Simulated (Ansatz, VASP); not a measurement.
# One calculation of SiC, two programs

```
CELL_PARAMETERS angstrom
0.00000 2.17900 2.17900
2.17900 0.00000 2.17900
2.17900 2.17900 0.00000
ATOMIC_POSITIONS crystal
Si 0.00000 0.00000 0.00000
C 0.25000 0.25000 0.25000
```

Alike in both runs: task electric field gradients; functional LDA; k mesh 17 × 17 × 17; occupations fermi-dirac, width 0.02 eV; no spin polarisation.

|  | VASP | Ansatz |
| --- | --- | --- |
| version | VASP 6.6.1 | Ansatz 0.2.0 |
| potentials or method | VASP PAW LDA potentials, release 64 (Si, C) | plane-wave PAW, scalar-relativistic |
| plane-wave cutoff (eV) | 520 | 420 |
| valence electrons in the cell | 8 | 8 |

```tsv
	VASP	Ansatz	Ansatz less VASP
gap on the k mesh at the Fermi level (eV)	1.34	1.35	+0.008
pressure (GPa)	-4.0	-3.9	+0.15
```

Ansatz warns that its potentials were made for another functional, while VASP's fit it. LDA's correlation is that of Perdew and Zunger in VASP and of Perdew and Wang (1992) in Ansatz.
